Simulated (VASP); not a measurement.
# MnSbSe2S (C2/m) in VASP: single point with r2SCAN

Aim: the single point of MnSbSe2S with r2SCAN.

All numbers are computed with VASP 6.6.1; they aren't measurements. Logs are shortened: lines on timing, memory, paths and dates and some standing lists are left out, and cuts for length are marked.

**1. The cell of the first run**

Symmetry: C2/m, No. 12, monoclinic system. The conventional cell has a = 12.633 Å, b = 3.828 Å, c = 9.585 Å, α = 90.00°, β = 91.27°, γ = 90.00°. Within 3.9 Å of S (site symmetry m) lie 2 Mn at 2.69 Å and 5 Se at 3.53 to 3.84 Å and 3 Sb at 3.61 to 3.84 Å and 5 S at 3.72 to 3.83 Å. Sb (site symmetry m) has 5 Se at 2.47 to 2.99 Å within 3.3 Å. Se (site symmetry m) has 2 Mn at 2.52 to 2.63 Å and 2 Sb at 2.59 Å within 3.3 Å. Within 3.3 Å of Se (site symmetry m) lie 3 Sb at 2.47 to 2.99 Å and 2 Mn at 2.64 Å. Within 3.3 Å of Mn (site symmetry 2/m) lie 6 Se at 2.52 to 2.64 Å. Mn (site symmetry 2/m) has 2 Se at 2.63 Å and 4 S at 2.69 Å within 3.5 Å.

**2. Single point, r2SCAN**

POSCAR

```
MnSbSe2S
1.0
    0.0000000000      3.8280780000      0.0000000000
    6.3165800000     -1.9140390000      0.0000000000
    0.2124370000      0.0000000000     -9.5823070000
S Sb Se Mn
2 2 4 2
Direct
    0.3633600000      0.7267200000      0.9229000000
    0.6366400000      0.2732800000      0.0771000000
    0.2938500000      0.5877000000      0.3152400000
    0.7061500000      0.4123000000      0.6847600000
    0.0744200000      0.1488400000      0.7419900000
    0.9255800000      0.8511600000      0.2580100000
    0.3611000000      0.7222000000      0.5547700000
    0.6389000000      0.2778000000      0.4452300000
    0.0000000000      0.0000000000      0.5000000000
    0.0000000000      0.0000000000      0.0000000000
```

INCAR.step1

```
ALGO = Normal
EDIFF = 1E-5
ENCUT = 550
GGA = PE
GGA_COMPAT = F
ISMEAR = -1
ISYM = -1
KPAR = 1
LASPH = T
LCHARG = F
LREAL = F
LWAVE = T
NBANDS = 47
NELM = 120
PREC = Accurate
SIGMA = 0.1
```

INCAR.step2

```
ALGO = Normal
EDIFF = 1E-6
ENCUT = 550
GGA_COMPAT = F
ISIF = 2
ISMEAR = -1
ISTART = 1
ISYM = -1
KPAR = 1
LASPH = T
LCHARG = F
LMIXTAU = T
LREAL = F
LWAVE = F
METAGGA = R2SCAN
NBANDS = 47
NELM = 120
PREC = Accurate
SIGMA = 0.1
```

KPOINTS

```
explicit points
25
Reciprocal
  0.10000000   0.10000000   0.25000000 2
  0.10000000   0.10000000   0.75000000 2
  0.10000000   0.30000000   0.25000000 2
  0.10000000   0.30000000   0.75000000 2
  0.10000000   0.50000000   0.25000000 2
  0.10000000   0.50000000   0.75000000 2
  0.10000000   0.70000000   0.25000000 2
  0.10000000   0.70000000   0.75000000 2
  0.10000000   0.90000000   0.25000000 2
  0.10000000   0.90000000   0.75000000 2
  0.30000000   0.10000000   0.25000000 2
  0.30000000   0.10000000   0.75000000 2
  0.30000000   0.30000000   0.25000000 2
  0.30000000   0.30000000   0.75000000 2
  0.30000000   0.50000000   0.25000000 2
  0.30000000   0.50000000   0.75000000 2
  0.30000000   0.70000000   0.25000000 2
  0.30000000   0.70000000   0.75000000 2
  0.30000000   0.90000000   0.25000000 2
  0.30000000   0.90000000   0.75000000 2
  0.50000000   0.10000000   0.25000000 2
  0.50000000   0.10000000   0.75000000 2
  0.50000000   0.30000000   0.25000000 2
  0.50000000   0.30000000   0.75000000 2
  0.50000000   0.50000000   0.25000000 2
```

Potentials or basis: VASP PAW PBE potentials, release 64 (S, Sb, Se, Mn_pv).

The run is started by

```bash
cat potpaw_PBE.64/S/POTCAR potpaw_PBE.64/Sb/POTCAR potpaw_PBE.64/Se/POTCAR potpaw_PBE.64/Mn_pv/POTCAR > POTCAR
cp INCAR.step1 INCAR
mpirun -np 4 vasp_std > vasp.out
cp INCAR.step2 INCAR
mpirun -np 4 vasp_std > vasp.out
```

OUTCAR:

```text
EDIFF = 1E-6
   ENCUT = 550
   ISIF = 2
   ISMEAR = -1
   ISTART = 1
   ISYM = -1
   LASPH = T
   LREAL = F
   METAGGA = R2SCAN
   NELM = 120
   PREC = Accurate

 ion  position               nearest neighbor table
   1  0.363  0.727  0.923-  10 2.69  10 2.69
   2  0.637  0.273  0.077-  10 2.69  10 2.69
   3  0.294  0.588  0.315-   7 2.47   6 2.59   6 2.59   8 2.99   8 2.99
   4  0.706  0.412  0.685-   8 2.47   5 2.59   5 2.59   7 2.99   7 2.99
   5  0.074  0.149  0.742-   9 2.52   4 2.59   4 2.59  10 2.63
   6  0.926  0.851  0.258-   9 2.52   3 2.59   3 2.59  10 2.63
   7  0.361  0.722  0.555-   3 2.47   9 2.64   9 2.64   4 2.99   4 2.99
   8  0.639  0.278  0.445-   4 2.47   9 2.64   9 2.64   3 2.99   3 2.99
   9  0.000  0.000  0.500-   5 2.52   6 2.52   8 2.64   7 2.64   8 2.64   7 2.64
  10  0.000  0.000  0.000-   5 2.63   6 2.63   2 2.69   2 2.69   1 2.69   1 2.69

IMPORTANT INFORMATION: All symmetrisations will be switched off!
NOSYMM: (Re-)initialisation of all symmetry stuff for point group C_1.

----------------------------------------------------------------------------------------

                                     Primitive cell

  volume of cell :     231.7036

  direct lattice vectors                    reciprocal lattice vectors
     0.000000000  3.828078000  0.000000000     0.079156759  0.261227697  0.001754883
     6.316580000 -1.914039000  0.000000000     0.158313518  0.000000000  0.003509765
     0.212437000  0.000000000 -9.582307000     0.000000000  0.000000000 -0.104359002

  length of vectors
     3.828078000  6.600206678  9.584661544     0.272962968  0.158352418  0.104359002

  position of ions in fractional coordinates (direct lattice)
     0.363360000  0.726720000  0.922900000
     0.636640000  0.273280000  0.077100000
     0.293850000  0.587700000  0.315240000
     0.706150000  0.412300000  0.684760000
     0.074420000  0.148840000  0.741990000
     0.925580000  0.851160000  0.258010000
     0.361100000  0.722200000  0.554770000
     0.638900000  0.277800000  0.445230000
     1.000000000  1.000000000  0.500000000
     0.000000000  0.000000000  0.000000000

  ion indices of the primitive-cell ions
   primitive index   ion index
                 1           1
                 2           2
                 3           3
                 4           4
                 5           5
                 6           6
                 7           7
                 8           8
                 9           9
                10          10

----------------------------------------------------------------------------------------

 KPOINTS: explicit points

Read explicit list of k-points.

 Found     25 k-points:

 Following reciprocal coordinates:
            Coordinates               Weight
  0.100000  0.100000  0.250000      0.040000
  0.100000  0.100000  0.750000      0.040000
  0.100000  0.300000  0.250000      0.040000
  0.100000  0.300000  0.750000      0.040000
  0.100000  0.500000  0.250000      0.040000
  0.100000  0.500000  0.750000      0.040000
[... 16 lines left out ...]
  0.500000  0.300000  0.250000      0.040000
  0.500000  0.300000  0.750000      0.040000
   k-points           NKPTS =     25   k-points in BZ     NKDIM =     25   number of bands    NBANDS=     48
   number of dos      NEDOS =    301   number of ions     NIONS =     10
   total plane-waves  NPLWV = 120000
   dimension x,y,z NGX =    30 NGY =   50 NGZ =   80
   dimension x,y,z NGXF=    60 NGYF=  100 NGZF=  160
   ions per type =               2   2   4   2
   NGX,Y,Z   is equivalent  to a cutoff of  13.03, 12.59, 13.88 a.u.
   NGXF,Y,Z  is equivalent  to a cutoff of  26.06, 25.19, 27.75 a.u.
 SYSTEM =  unknown system
   PREC   = accura    normal or accurate (medium, high low for compatibility)
   ISTART =      1    job   : 0-new  1-cont  2-samecut
   ICHARG =      0    charge: 1-file 2-atom 10-const
   ISPIN  =      1    spin polarized calculation?
   LNONCOLLINEAR =      F non collinear calculations
   LSORBIT =      F    spin-orbit coupling
   LASPH  =      T    aspherical Exc in radial PAW
   ENCUT  =  550.0 eV  40.42 Ry    6.36 a.u.   7.32 12.62 18.33*2*pi/ulx,y,z
   NELM   =    120;   NELMIN=  2; NELMDL=  0     # of ELM steps
   EDIFF  = 0.1E-05   stopping-criterion for ELM
   LREAL  =      F    real-space projection
   EDIFFG = 0.1E-04   stopping-criterion for IOM
   NSW    =      0    number of steps for IOM
   IBRION =     -1    ionic relax: 0-MD 1-quasi-New 2-CG
   NFREE  =      0    steps in history (QN), initial steepest desc. (CG)
   ISIF   =      2    stress and relaxation
   ISYM   =     -1    0-nonsym 1-usesym 2-fastsym
   POTIM  = 0.5000    time-step for ionic-motion
   TEBEG  =    0.0;   TEEND  =   0.0 temperature during run
   PSTRESS=    0.0 pullay stress
   NELECT =      72.0000    total number of electrons
   NUPDOWN=      -1.0000    fix difference up-down
   EMIN   =  10.00;   EMAX   =-10.00  energy-range for DOS
   EFERMI =   0.00;   METHOD = LEGACY
   ISMEAR =    -1;   SIGMA  =   0.10  broadening in eV -4-tet -1-fermi 0-gaus
   EFERMI_NEDOS =   21; number of points for ismear=-14 and -15
   IALGO  =     38    algorithm
   IMIX   =      4    mixing-type and parameters
     AMIX     =   0.40;   BMIX     =  1.00
     AMIX_MAG =   1.60;   BMIX_MAG =  1.00
  volume/ion in A,a.u.               =      23.17       156.36
  Fermi-wavevector in a.u.,A,eV,Ry     =   1.108855  2.095432 16.729168  1.229559
  Thomas-Fermi vector in A             =   2.245387
   LORBIT       =      0    0 simple, 1 ext, 2 COOP (PROOUT), +10 PAW based schemes
   METAGGA = R2SCAN    functional components
   LHFCALC =     F    Hartree Fock is set to
   AEXX    =    0.0000 exact exchange contribution
   IVDW    =     0    specifies the selected vdW correction
   LEPSILON=     F    determine dielectric tensor
   LRPA    =     F    only Hartree local field effects (RPA)
 non-spin polarized calculation
  energy-cutoff  :      550.00
  volume of cell :      231.70
 maximum number of plane-waves:      6814
 NGX is ok and might be reduce to    30
   NGX = 15   NGY = 25   NGZ = 37

 number of electron      72.0000009 magnetization

 Free energy of the ion-electron system (eV)
  ---------------------------------------------------
  ext. energy  EPLUGINS =         0.00000000
  ---------------------------------------------------
  free energy    TOTEN  =      -151.54605484 eV

  energy without entropy =     -151.06454446  energy(sigma->0) =     -151.30529965

 E-fermi :   4.6800     XC(G=0): -10.2102

 val. band max:        4.6754606727   @ k =   0.3000   0.5000   0.2500
 cond. band min:       4.6982556855   @ k =   0.5000   0.1000   0.7500
 fundamental gap:      0.0227950128
 Fermi energy:         4.6800335684

 k-point     1 :       0.1000    0.1000    0.2500
  band No.  band energies     occupation
      1     -45.0559      2.00000
      2     -45.0326      2.00000
      3     -44.9021      2.00000
      4     -44.5269      2.00000
      5     -44.5216      2.00000
      6     -44.5204      2.00000
[... 40 lines left out ...]
     47       8.2544      0.00000
     48       8.9903      0.00000

 k-point     2 :       0.1000    0.1000    0.7500
  band No.  band energies     occupation
      1     -45.0559      2.00000
      2     -45.0326      2.00000
      3     -44.9021      2.00000
      4     -44.5269      2.00000
      5     -44.5216      2.00000
      6     -44.5204      2.00000
[... 40 lines left out ...]
     47       8.2198      0.00000
     48       8.9180      0.00000

 k-point     3 :       0.1000    0.3000    0.2500
  band No.  band energies     occupation
      1     -45.0559      2.00000
      2     -45.0326      2.00000
      3     -44.9021      2.00000
      4     -44.5269      2.00000
      5     -44.5216      2.00000
      6     -44.5204      2.00000
[... 40 lines left out ...]
     47       8.1137      0.00000
     48       8.5588      0.00000

 k-point     4 :       0.1000    0.3000    0.7500
  band No.  band energies     occupation
      1     -45.0559      2.00000
      2     -45.0326      2.00000
      3     -44.9021      2.00000
      4     -44.5269      2.00000
      5     -44.5216      2.00000
      6     -44.5204      2.00000
[... 958 lines left out ...]
     47       8.5792      0.00000
     48       8.8044      0.00000

 k-point    23 :       0.5000    0.3000    0.2500
  band No.  band energies     occupation
      1     -45.0581      2.00000
      2     -45.0323      2.00000
      3     -44.9019      2.00000
      4     -44.5265      2.00000
      5     -44.5246      2.00000
      6     -44.5202      2.00000
[... 40 lines left out ...]
     47       8.4879      0.00000
     48       8.8516      0.00000

 k-point    24 :       0.5000    0.3000    0.7500
  band No.  band energies     occupation
      1     -45.0581      2.00000
      2     -45.0323      2.00000
      3     -44.9019      2.00000
      4     -44.5265      2.00000
      5     -44.5246      2.00000
      6     -44.5202      2.00000
[... 40 lines left out ...]
     47       8.4326      0.00000
     48       8.8588      0.00000

 [... further k-points ...]

------------------------ aborting loop because EDIFF is reached ----------------------------------------

  FORCE on cell =-STRESS in cart. coord.  units (eV):
  Direction    XX          YY          ZZ          XY          YZ          ZX
  --------------------------------------------------------------------------------------
  -------------------------------------------------------------------------------------
  Total       -4.6942625     -6.8874989     -0.5566328     -0.0011862      0.0003978      2.2923161
  in kB      -32.4597444    -47.6254693     -3.8489880     -0.0082026      0.0027504     15.8508382
  external PRESSURE =     -27.9780672 kB  Pullay stress =       0.0000000 kB

 VOLUME and BASIS-vectors are now :
 -----------------------------------------------------------------------------
  energy-cutoff  :      550.00
  volume of cell :      231.70
      direct lattice vectors                 reciprocal lattice vectors
     0.000000000  3.828078000  0.000000000     0.079156759  0.261227697  0.001754883
     6.316580000 -1.914039000  0.000000000     0.158313518  0.000000000  0.003509765
     0.212437000  0.000000000 -9.582307000     0.000000000  0.000000000 -0.104359002

 POSITION                                       TOTAL-FORCE (eV/Angst)
 -----------------------------------------------------------------------------------
      4.78644      0.00000     -8.84351         2.202300      0.000166     -1.072195
      1.74257      1.91404     -0.73880        -2.202319     -0.000165      1.072206
      3.77922      0.00000     -3.02073        -1.784714      0.000185      2.297939
      2.74979      1.91404     -6.56158         1.784824     -0.000185     -2.297934
      1.09779      0.00000     -7.10998        -1.970006      0.000213     -0.680494
      5.43123      1.91404     -2.47233         1.969988     -0.000213      0.680486
      4.67969      0.00000     -5.31598         2.040473      0.000024     -1.221589
      1.84933      1.91404     -4.26633        -2.040675     -0.000023      1.221569
      0.10622      0.00000     -4.79115         0.000115     -0.000001      0.000017
      0.00000      0.00000      0.00000         0.000012     -0.000000     -0.000006
 -----------------------------------------------------------------------------------
    total drift:                               -0.000004     -0.000001     -0.000001

  FREE ENERGIE OF THE ION-ELECTRON SYSTEM (eV)
  ---------------------------------------------------
  free  energy   TOTEN  =      -151.5460548381 eV

  energy  without entropy=     -151.0645444650  energy(sigma->0) =     -151.30529965
```

Wall time 12 min (4 MPI ranks of Intel Xeon Platinum 8259CL at 2.50GHz (Skylake/Cascade Lake), shared host); peak memory 0.29 GiB.

What came out:

```
Free energy            : -151.5461 eV
Pressure               : -2.8 GPa
Largest force          : 2.910 eV/Å
Band gap on the k mesh : zero (bands 36 and 37 overlap by 0.02 eV)
```

Forces on the atoms (eV/Å):
```
S    2.202  0.000 -1.072
S   -2.202  0.000  1.072
Sb  -1.785  0.000  2.298
Sb   1.785  0.000 -2.298
Se  -1.970  0.000 -0.680
Se   1.970  0.000  0.680
Se   2.040  0.000 -1.222
Se  -2.041  0.000  1.222
Mn   0.000  0.000  0.000
Mn   0.000  0.000  0.000
```

Caveat: the PAW data sets were made with another functional, which shifts forces and pressure a little; spin-orbit coupling is left out, which moves the levels of the heavy elements; the run has no spin polarisation, though such a crystal can be magnetic; semilocal functionals often make such compounds metallic where correlation or magnetic order opens a gap, which also shifts bond lengths. Spin polarisation is off, so any magnetic state and its effect on volume and gap are missing.

The gap in the log of VASP goes by the Fermi energy; the results here count the filled bands.